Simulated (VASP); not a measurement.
# Li (Fm-3m) in VASP: settings compared

Aim: see how the results for Li move with the level of theory and the settings. Levels: PBEsol, RPBE, revPBE, BLYP, r2SCAN. Tasks: relaxation of cell and atoms.

Program: VASP 6.6.1. These are calculated values, not measurements. Logs are shortened: lines on timing, memory, paths and dates and some standing lists are left out, and cuts for length are marked.

## 1. The cell of the first run

Symmetry: Fm-3m, No. 225, cubic system. The conventional cell has a = 4.404 Å, b = 4.404 Å, c = 4.404 Å, α = 90.00°, β = 90.00°, γ = 90.00°. Li (site symmetry m-3m) has 12 Li at 3.11 Å within 4.1 Å.

This isn't the form of Li at room conditions, which is bcc.

## 2. Relaxation of cell and atoms, PBEsol

File INCAR:

```
SYSTEM = Li
PREC     = Accurate       ! precision mode
ENCUT    = 600            ! plane-wave cutoff, eV
EDIFF    = 1E-6           ! SCF threshold, eV
ISMEAR   = -1             ! smearing method
SIGMA    = 0.05           ! smearing width, eV
LREAL    = .FALSE.        ! projectors in reciprocal space
LASPH    = .TRUE.         ! aspherical terms in the spheres
NELM     = 100            ! most SCF steps
ALGO     = Fast           ! electronic algorithm
ISIF     = 3              ! what is computed and relaxed
LWAVE    = .FALSE.        ! write WAVECAR
LCHARG   = .FALSE.        ! write CHGCAR
GGA      = PS             ! functional
IBRION   = 2              ! ionic algorithm
NSW      = 60             ! ionic steps
EDIFFG   = -0.01          ! ionic threshold
```

File KPOINTS:

```
regular mesh
0
G
  10 10 10
  0 0 0
```

File POSCAR:

```
Li
1.0
    0.0000000000      2.2020000000      2.2020000000
    2.2020000000      0.0000000000      2.2020000000
    2.2020000000      2.2020000000      0.0000000000
Li
1
Direct
    0.0000000000      0.0000000000      0.0000000000
```

Potentials or basis: VASP PAW PBE potentials, release 64 (Li_sv).

Launch:

```sh
> cat potpaw_PBE.64/Li_sv/POTCAR > POTCAR
> mpirun -np 1 vasp_std > vasp.out
```

OUTCAR:

```text
SYSTEM = Li
   PREC = Accurate
   ENCUT = 600
   EDIFF = 1E-6
   ISMEAR = -1
   LREAL = .FALSE.
   LASPH = .TRUE.
   NELM = 100
   ISIF = 3
   GGA = PS
   IBRION = 2
   NSW = 60
   EDIFFG = -0.01

 ion  position               nearest neighbor table
   1  0.000  0.000  0.000-

  LATTYP: Found a face centered cubic cell.
 ALAT       =     4.4040000000

  Lattice vectors:

 A1 = (   0.0000000000,   2.2020000000,   2.2020000000)
 A2 = (   2.2020000000,   0.0000000000,   2.2020000000)
 A3 = (   2.2020000000,   2.2020000000,   0.0000000000)

Analysis of symmetry for initial positions (statically):
=====================================================================
 Subroutine PRICEL returns:
 Original cell was already a primitive cell.

 Routine SETGRP: Setting up the symmetry group for a
 face centered cubic supercell.

 Subroutine GETGRP returns: Found 48 space group operations
 (whereof 48 operations were pure point group operations)
 out of a pool of 48 trial point group operations.

The static configuration has the point symmetry O_h .

Analysis of symmetry for dynamics (positions and initial velocities):
=====================================================================
 Subroutine PRICEL returns:
 Original cell was already a primitive cell.

 Routine SETGRP: Setting up the symmetry group for a
 face centered cubic supercell.

 Subroutine GETGRP returns: Found 48 space group operations
 (whereof 48 operations were pure point group operations)
 out of a pool of 48 trial point group operations.

The dynamic configuration has the point symmetry O_h .

 Subroutine INISYM returns: Found 48 space group operations
 (whereof 48 operations are pure point group operations),
 and found     1 'primitive' translations

----------------------------------------------------------------------------------------

                                     Primitive cell

  volume of cell :      21.3541

  direct lattice vectors                    reciprocal lattice vectors
     0.000000000  2.202000000  2.202000000    -0.227066303  0.227066303  0.227066303
     2.202000000  0.000000000  2.202000000     0.227066303 -0.227066303  0.227066303
     2.202000000  2.202000000  0.000000000     0.227066303  0.227066303 -0.227066303

  length of vectors
     3.114098264  3.114098264  3.114098264     0.393290374  0.393290374  0.393290374

  position of ions in fractional coordinates (direct lattice)
     0.000000000  0.000000000  0.000000000

[... 87 lines left out ...]
   NUPDOWN=      -1.0000    fix difference up-down
   EMIN   =  10.00;   EMAX   =-10.00  energy-range for DOS
   EFERMI =   0.00;   METHOD = LEGACY
   ISMEAR =    -1;   SIGMA  =   0.05  broadening in eV -4-tet -1-fermi 0-gaus
   EFERMI_NEDOS =   21; number of points for ismear=-14 and -15
   IALGO  =     68    algorithm
   IMIX   =      4    mixing-type and parameters
     AMIX     =   0.40;   BMIX     =  1.00
     AMIX_MAG =   1.60;   BMIX_MAG =  1.00
  volume/ion in A,a.u.               =      21.35       144.10
  Fermi-wavevector in a.u.,A,eV,Ry     =   0.851049  1.608250  9.854489  0.724285
  Thomas-Fermi vector in A             =   1.967122
   LORBIT       =      0    0 simple, 1 ext, 2 COOP (PROOUT), +10 PAW based schemes
   GGA     = PS    functional components
   LHFCALC =     F    Hartree Fock is set to
   AEXX    =    0.0000 exact exchange contribution
   IVDW    =     0    specifies the selected vdW correction
   LEPSILON=     F    determine dielectric tensor
   LRPA    =     F    only Hartree local field effects (RPA)
 conjugate gradient relaxation of ions
 non-spin polarized calculation
 RMM-DIIS sequential band-by-band and
  energy-cutoff  :      600.00
  volume of cell :       21.35
 maximum number of plane-waves:       728
 NGX is ok and might be reduce to    28
   NGX = 13   NGY = 13   NGZ = 13

--------------------------------------- Ionic step        1  -------------------------------------------

 number of electron       2.9999998 magnetization

 Free energy of the ion-electron system (eV)
  ---------------------------------------------------
  ext. energy  EPLUGINS =         0.00000000
  ---------------------------------------------------
  free energy    TOTEN  =        -1.96728567 eV

  energy without entropy =       -1.96270937  energy(sigma->0) =       -1.96499752

------------------------ aborting loop because EDIFF is reached ----------------------------------------

  FORCE on cell =-STRESS in cart. coord.  units (eV):
  Direction    XX          YY          ZZ          XY          YZ          ZX
  --------------------------------------------------------------------------------------
  -------------------------------------------------------------------------------------
  Total       -0.1020324     -0.1020324     -0.1020324      0.0000000      0.0000000     -0.0000000
  in kB       -7.6553793     -7.6553793     -7.6553793      0.0000000      0.0000000     -0.0000000
  external PRESSURE =      -7.6553793 kB  Pullay stress =       0.0000000 kB
[... 92 lines left out ...]
--------------------------------------- Ionic step        4  -------------------------------------------

 number of electron       3.0000000 magnetization

 Free energy of the ion-electron system (eV)
  ---------------------------------------------------
  ext. energy  EPLUGINS =         0.00000000
  ---------------------------------------------------
  free energy    TOTEN  =        -1.97095578 eV

  energy without entropy =       -1.96642176  energy(sigma->0) =       -1.96868877

 E-fermi :   0.6114     XC(G=0):  -7.0560

 val. band max:        0.4213318653   @ k =  -0.4000   0.1000   0.0000
 cond. band min:       0.6446689228   @ k =   0.5000   0.0000   0.0000
 fundamental gap:      0.2233370575
 Fermi energy:         0.6114409864

 k-point     1 :       0.0000    0.0000    0.0000
  band No.  band energies     occupation
      1     -45.2130      2.00000
      2      -2.9089      2.00000
      3      15.1978      0.00000
      4      15.1978      0.00000
      5      15.1978      0.00000
[... 177 lines left out ...]
 k-point    24 :       0.4000    0.3000    0.0000
  band No.  band energies     occupation
      1     -45.1914      2.00000
      2       0.1801      1.99964
      3       8.1379      0.00000
      4       9.4106      0.00000
      5      10.0318      0.00000

 [... further k-points ...]

------------------------ aborting loop because EDIFF is reached ----------------------------------------

  FORCE on cell =-STRESS in cart. coord.  units (eV):
  Direction    XX          YY          ZZ          XY          YZ          ZX
  --------------------------------------------------------------------------------------
  -------------------------------------------------------------------------------------
  Total       -0.0005222     -0.0005222     -0.0005222     -0.0000000      0.0000000      0.0000000
  in kB       -0.0419180     -0.0419180     -0.0419180     -0.0000000      0.0000000      0.0000000
  external PRESSURE =      -0.0419180 kB  Pullay stress =       0.0000000 kB
[... 16 lines left out ...]
  FREE ENERGIE OF THE ION-ELECTRON SYSTEM (eV)
  ---------------------------------------------------
  free  energy   TOTEN  =        -1.9709557845 eV

  energy  without entropy=       -1.9664217588  energy(sigma->0) =       -1.96868877

 reached required accuracy - stopping structural energy minimisation
```

It took 23 s on 1 thread of Intel Xeon 8259CL, shared host; peak memory 0.15 GiB.

What came out:

| Property | Result |
| --- | --- |
| Free energy | -1.9710 eV |
| Relaxed volume | 19.96 Å³/atom |
| Relaxed cell | a = 3.045 Å, b = 3.045 Å, c = 3.045 Å, α = 60.00°, β = 60.00°, γ = 60.00° |
| Space group after relaxing (to 0.1 Å) | Fm-3m (No. 225) |
| Energy gained by relaxing | 3.7 meV/atom |
| Ionic steps | 4 |
| Pressure after relaxing | 0.0 GPa |
| Band gap on the k mesh | zero (an odd number of electrons rules out a gap without spin polarisation) |

The path:
```csv
step,energy change (eV),largest force (eV/Å),pressure (GPa),volume (Å³)
1,0.0000,0.0000,-0.77,21.35
2,-0.0014,0.0000,-0.64,21.04
3,-0.0036,0.0000,-0.10,20.12
4,-0.0037,0.0000,0.00,19.96
```

Final structure:
```xyz
1
Lattice="0.0000 2.1530 2.1530 2.1530 0.0000 2.1530 2.1530 2.1530 0.0000" Properties=species:S:1:pos:R:3 pbc="T T T"
Li    2.1530    2.1530    0.0000
```

Caveat: the cutoff is under 1.25 times the usual one of these potentials, so pressure, stress and relaxed cells hold a basis-set (Pulay) error; the PAW data sets were made with another functional, which shifts forces and pressure a little.

## 3. Relaxation of cell and atoms, RPBE

File INCAR:

```
PREC = Accurate
ENCUT = 600
EDIFF = 1E-6
ISMEAR = -1
SIGMA = 0.05
LREAL = False
LASPH = True
NELM = 60
ALGO = Fast
ISIF = 3
LWAVE = False
LCHARG = False
GGA = RP
IBRION = 2
NSW = 60
EDIFFG = -0.01
```

File KPOINTS:

```
Automatic mesh
0
Gamma
  10 10 10
```

POSCAR is that of step 2.

Potentials or basis: VASP PAW PBE potentials, release 64 (Li_sv).

Launch:

```sh
> cat potpaw_PBE.64/Li_sv/POTCAR > POTCAR
> mpirun -np 1 vasp_std > vasp.out
```

Wall time 17 s (1 thread of Intel Xeon 8259CL, shared host); peak memory 0.15 GiB.

The run converged. Its results:

```
Free energy                           : -1.8149 eV
Relaxed volume                        : 20.89 Å³/atom
Relaxed cell                          : a = 3.091 Å, b = 3.091 Å, c = 3.091 Å, α = 60.00°, β = 60.00°, γ = 60.00°
Space group after relaxing (to 0.1 Å) : Fm-3m (No. 225)
Energy gained by relaxing             : 0.6 meV/atom
Ionic steps                           : 3
Pressure after relaxing               : -0.1 GPa
Band gap on the k mesh                : zero (an odd number of electrons rules out a gap without spin polarisation)
```

The path:
| step | energy change (eV) | largest force (eV/Å) | pressure (GPa) | volume (Å³) |
| --- | --- | --- | --- | --- |
| 1 | 0.0000 | 0.0000 | -0.29 | 21.35 |
| 2 | -0.0002 | 0.0000 | -0.29 | 21.24 |
| 3 | -0.0006 | 0.0000 | -0.08 | 20.89 |

Final structure:
```
CELL_PARAMETERS angstrom
0.00000 2.18583 2.18583
2.18583 0.00000 2.18583
2.18583 2.18583 0.00000
ATOMIC_POSITIONS crystal
Li 0.00000 0.00000 0.00000
```

Levels at points of the mesh, in eV from the Fermi level:
| k point | band 1 | band 2 | band 3 | band 4 | band 5 |
| --- | --- | --- | --- | --- | --- |
| (0.00, 0.00, 0.00) | -46.71 | -3.47 | 14.32 | 14.32 | 14.32 |
| (0.50, 0.00, 0.00) | -46.70 | 0.06 | 2.89 | 12.60 | 12.60 |
| (0.50, 0.50, 0.00) | -46.69 | 1.58 | 4.65 | 8.41 | 8.41 |

Caveat: the cutoff is under 1.25 times the usual one of these potentials, so pressure, stress and relaxed cells hold a basis-set (Pulay) error; the PAW data sets were made with another functional, which shifts forces and pressure a little.

## 4. Relaxation of cell and atoms, revPBE

INCAR: that of step 3 with these lines changed.

```diff
@@ -7,4 +7,4 @@
 LASPH = True
-NELM = 60
-ALGO = Fast
+NELM = 80
+ALGO = Normal
 ISIF = 3
@@ -12,3 +12,3 @@
 LCHARG = False
-GGA = RP
+GGA = RE
 IBRION = 2
```

KPOINTS is that of step 3.

POSCAR is that of step 3.

Launch:

```sh
> cat potpaw_PBE.64/Li_sv/POTCAR > POTCAR
> mpirun -np 1 vasp_std > vasp.out
```

Wall time 14 s (1 thread of Intel Xeon 8259CL, shared host); peak memory 0.14 GiB.

It converged, with:

| Quantity | Value |
| --- | --- |
| Free energy | -1.8123 eV |
| Relaxed volume | 20.90 Å³/atom |
| Relaxed cell | a = 3.092 Å, b = 3.092 Å, c = 3.092 Å, α = 60.00°, β = 60.00°, γ = 60.00° |
| Space group after relaxing (to 0.1 Å) | Fm-3m (No. 225) |
| Energy gained by relaxing | 0.4 meV/atom |
| Ionic steps | 3 |
| Pressure after relaxing | 0.0 GPa |
| Band gap on the k mesh | zero (an odd number of electrons rules out a gap without spin polarisation) |

Step by step:
```
step  energy change (eV)  largest force (eV/Å)  pressure (GPa)  volume (Å³)
   1              0.0000                0.0000           -0.28        21.35
   2             -0.0002                0.0000           -0.21        21.24
   3             -0.0004                0.0000           -0.02        20.90
```

Final structure:
```cif
data_structure
_symmetry_space_group_name_H-M 'P 1'
_symmetry_Int_Tables_number 1
_cell_length_a 3.0919
_cell_length_b 3.0919
_cell_length_c 3.0919
_cell_angle_alpha 60.000
_cell_angle_beta 60.000
_cell_angle_gamma 60.000
_cell_volume 20.90
loop_
_atom_site_label
_atom_site_type_symbol
_atom_site_fract_x
_atom_site_fract_y
_atom_site_fract_z
_atom_site_occupancy
Li1 Li 0.00000 0.00000 0.00000 1
```

Levels at points of the mesh, in eV from the Fermi level:
```
           k point  band 1  band 2  band 3  band 4  band 5
(0.00, 0.00, 0.00)  -46.67   -3.48   14.30   14.30   14.30
(0.50, 0.00, 0.00)  -46.66    0.06    2.88   12.59   12.59
(0.50, 0.50, 0.00)  -46.65    1.59    4.64    8.41    8.41
```

Caveat: the cutoff is under 1.25 times the usual one of these potentials, so pressure, stress and relaxed cells hold a basis-set (Pulay) error; the PAW data sets were made with another functional, which shifts forces and pressure a little.

## 5. Relaxation of cell and atoms, BLYP

File INCAR:

```
  AGGAC = 1.0
  AGGAX = 1.0
  ALDAC = 0.0
  ALDAX = 1.0
  ALGO = Fast
  EDIFF = 1E-6
  EDIFFG = -0.01
  ENCUT = 600
  GGA = B5
  IBRION = 2
  ISIF = 3
  ISMEAR = -1
  LASPH = T
  LCHARG = F
  LREAL = F
  LWAVE = F
  NELM = 80
  NSW = 60
  PREC = Accurate
  SIGMA = 0.05
```

File KPOINTS:

```
k-points
0
Gamma
  10 10 10
```

POSCAR is that of step 4.

Launch:

```sh
> cat potpaw_PBE.64/Li_sv/POTCAR > POTCAR
> mpirun -np 1 vasp_std > vasp.out
```

Run time: 38 s. Hardware: 1 thread of Intel Xeon 8259CL, shared host; peak memory 0.15 GiB.

The run converged. Its results:

- Free energy: -1.5713 eV
- Relaxed volume: 19.95 Å³/atom
- Relaxed cell: a = 3.044 Å, b = 3.044 Å, c = 3.044 Å, α = 60.00°, β = 60.00°, γ = 60.00°
- Space group after relaxing (to 0.1 Å): Fm-3m (No. 225)
- Energy gained by relaxing: 4.2 meV/atom
- Ionic steps: 3
- Pressure after relaxing: -0.1 GPa
- Band gap on the k mesh: zero (an odd number of electrons rules out a gap without spin polarisation)

Step by step:
| step | energy change (eV) | largest force (eV/Å) | pressure (GPa) | volume (Å³) |
| --- | --- | --- | --- | --- |
| 1 | 0.0000 | 0.0000 | -0.87 | 21.35 |
| 2 | -0.0017 | 0.0000 | -0.69 | 21.00 |
| 3 | -0.0042 | 0.0000 | -0.08 | 19.95 |

Final structure:
```
Li
1.0
     0.00000    2.15276    2.15276
     2.15276    0.00000    2.15276
     2.15276    2.15276    0.00000
Li
1
Cartesian
  0.0000 0.0000 0.0000
```

Levels at points of the mesh, in eV from the Fermi level:
```csv
k point,band 1,band 2,band 3,band 4,band 5
"(0.00, 0.00, 0.00)",-47.14,-3.50,14.28,14.28,14.28
"(0.50, 0.00, 0.00)",-47.13,0.03,3.04,12.59,12.59
"(0.50, 0.50, 0.00)",-47.12,1.58,4.85,8.47,8.47
```

Caveat: the cutoff is under 1.25 times the usual one of these potentials, so pressure, stress and relaxed cells hold a basis-set (Pulay) error; the PAW data sets were made with another functional, which shifts forces and pressure a little.

## 6. Relaxation of cell and atoms, r2SCAN

POSCAR is that of step 5.

File INCAR.step1:

```
PREC = Accurate
ENCUT = 600
ISMEAR = -1
SIGMA = 0.05
LREAL = F
LASPH = T
NELM = 80
GGA = PE
ALGO = Normal
EDIFF = 1E-4
LWAVE = T
LCHARG = F
```

File INCAR.step2:

```
PREC = Accurate
ENCUT = 600
EDIFF = 1E-6
ISMEAR = -1
SIGMA = 0.05
LREAL = F
LASPH = T
NELM = 80
ALGO = Normal
ISIF = 3
LWAVE = F
LCHARG = F
METAGGA = R2SCAN
LMIXTAU = T
IBRION = 2
NSW = 60
EDIFFG = -0.01
ISTART = 1
```

File KPOINTS:

```
regular mesh
0
Gamma
  10 10 10
```

Potentials or basis: VASP PAW PBE potentials, release 64 (Li_sv).

Launch:

```sh
> cat potpaw_PBE.64/Li_sv/POTCAR > POTCAR
> cp INCAR.step1 INCAR
> mpirun -np 1 vasp_std > vasp.out
> cp INCAR.step2 INCAR
> mpirun -np 1 vasp_std > vasp.out
```

It took 3 min on 1 thread of Intel Xeon 8259CL, shared host; peak memory 0.15 GiB.

It converged, with:

```yaml
Free_energy: -2.3874 eV
Relaxed_volume: 20.79 Å³/atom
Relaxed_cell: a = 3.086 Å, b = 3.086 Å, c = 3.086 Å, α = 60.00°, β = 60.00°, γ = 60.00°
Space_group_after_relaxing_to_0.1_Å: Fm-3m (No. 225)
Energy_gained_by_relaxing: 0.1 meV/atom
Ionic_steps: 3
Pressure_after_relaxing: 0.0 GPa
Band_gap_on_the_k_mesh: zero (an odd number of electrons rules out a gap without spin polarisation)
```

Final structure:
```
CELL_PARAMETERS angstrom
0.00000 2.18227 2.18227
2.18227 0.00000 2.18227
2.18227 2.18227 0.00000
ATOMIC_POSITIONS crystal
Li 0.00000 0.00000 0.00000
```

Levels at points of the mesh, in eV from the Fermi level:
```csv
k point,band 1,band 2,band 3,band 4,band 5
"(0.00, 0.00, 0.00)",-48.05,-3.77,15.76,15.76,15.76
"(0.50, 0.00, 0.00)",-48.03,0.06,3.13,13.85,13.85
"(0.50, 0.50, 0.00)",-48.03,1.72,4.99,9.20,9.20
```

Caveat: the cutoff is under 1.25 times the usual one of these potentials, so pressure, stress and relaxed cells hold a basis-set (Pulay) error; the PAW data sets were made with another functional, which shifts forces and pressure a little.

## 7. The runs side by side

```tsv
level	gap on the mesh (eV)	pressure (GPa)	relaxed volume (Å³/atom)
PBEsol	none	0.0	19.96
RPBE	none	-0.1	20.89
revPBE	none	0.0	20.90
BLYP	none	-0.1	19.95
r2SCAN	none	0.0	20.79
```

Alike in all rows: task relaxation of cell and atoms; potentials or basis VASP PAW PBE potentials, release 64 (Li_sv); no spin polarisation; cell relaxed; k mesh 10 × 10 × 10; cutoff (eV) 600; smearing fermi-dirac 0.05 eV.

Caveats: the cutoff is under 1.25 times the usual one of these potentials, so pressure, stress and relaxed cells hold a basis-set (Pulay) error; the PAW data sets were made with another functional, which shifts forces and pressure a little.

Total energies depend on the potentials used, so only differences within one code and one set of settings carry meaning.

The gap in the log of VASP goes by the Fermi energy; the results here count the filled bands.